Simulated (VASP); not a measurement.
A run of VASP 6.6.1:

File INCAR:

```
SYSTEM = KBr
PREC = Accurate
ENCUT = 500
EDIFF = 1E-6
ISMEAR = 0
SIGMA = 0.05
LREAL = .FALSE.
LASPH = .TRUE.
NELM = 120
ALGO = Normal
ISIF = 2
LWAVE = .FALSE.
LCHARG = .TRUE.
GGA = PS
LELF = .TRUE.
LVHAR = .TRUE.
NBANDS = 15
GGA_COMPAT = .FALSE.
```

KPOINTS

```
Automatic mesh
0
G
  8 8 8
  0 0 0
```

The input POSCAR:

```
KBr
1.0
    0.0000000000      3.2750162544      3.2750162544
    3.2750162544      0.0000000000      3.2750162544
    3.2750162544      3.2750162544      0.0000000000
K Br
1 1
Direct
    0.0122136798      0.0122136798     -0.0122136798
    0.5000000000      0.5000000000      0.5000000000
```

Potentials or basis: VASP PAW PBE potentials, release 64 (K_sv, Br).

Command:

```bash
$ cat potpaw_PBE.64/K_sv/POTCAR potpaw_PBE.64/Br/POTCAR > POTCAR
$ mpirun -np 1 vasp_std > vasp.out
```

Hardware: 1 thread of Intel(R) Xeon(R) Platinum 8488C (Sapphire Rapids) (shared host).

Task: How long does it take, and how much memory?

Result: Run time: 40 s on 1 thread of Intel(R) Xeon(R) Platinum 8488C (Sapphire Rapids) (shared host), peak memory 0.23 GiB. Counts: scf iterations 13, k points 59.
